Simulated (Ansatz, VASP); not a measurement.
ZrC: VASP beside Ansatz

```
Zr C
1.0
     0.00000    2.35021    2.35021
     2.35021    0.00000    2.35021
     2.35021    2.35021    0.00000
Zr C
1 1
Direct
  0.46615 0.53385 0.50000
  0.00000 0.00000 0.00000
```

Change from the starting cell: all Zr atoms moved +0.113 Å, as atom 1 along Cartesian [1 -1 0].

Alike in both runs: task single point; functional PBE; k mesh 18 × 18 × 18; occupations gaussian, width 0.15 eV; no spin polarisation.

|  | VASP | Ansatz |
| --- | --- | --- |
| version | VASP 6.6.1 | Ansatz 0.2.0 |
| potentials or method | VASP PAW PBE potentials, release 64 (Zr_sv, C), cutoff 520 eV | scalar-relativistic, plane waves, PAW |
| valence electrons in the cell | 16 | 16 |

```tsv
	VASP	Ansatz	Ansatz less VASP
gap on the k mesh at the Fermi level (eV)	none	none	-
pressure (GPa)	2.4	2.2	-0.25
traceless stress, the component that is largest in VASP (GPa)	-1.11	-1.11	+0.002
rms of the force components (eV/Å)	0.428	0.427	-0.0015
```

Atom by atom the forces differ by 0.002 eV/Å (rms over components). A gap of «none» marks a metal or a gap that the smearing closes. The functional is the same, so the differences come from potentials, cutoffs and numerics.
